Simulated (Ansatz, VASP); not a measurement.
SnTe: VASP beside Ansatz

```
Sn Te
1.0
     0.00000    3.07917    3.07917
     3.07917    0.00000    3.07917
     3.07917    3.07917    0.00000
Sn Te
1 1
Direct
  0.00000 0.00000 0.00000
  0.50000 0.50000 0.50000
```

Change from the starting cell: volume scaled by 0.94, LAPW.

Alike in both runs: task single point; functional PBEsol; k mesh 11 × 11 × 11; occupations fermi-dirac, width 0.08 eV; no spin polarisation.

```csv
,VASP,Ansatz
version,VASP 6.6.1,Ansatz 0.2.0
potentials or method,"VASP PAW PBE potentials, release 64 (Sn_d, Te), cutoff 520 eV","all-electron LAPW, scalar-relativistic"
```

|  | VASP | Ansatz | Ansatz less VASP |
| --- | --- | --- | --- |
| pressure (GPa) | 3.4 | 3.4 | 0.00 |

VASP's potentials were made for PBE, not for PBEsol. Ansatz ran all-electron here, and VASP with PAW potentials.

Spin-orbit coupling is off throughout.
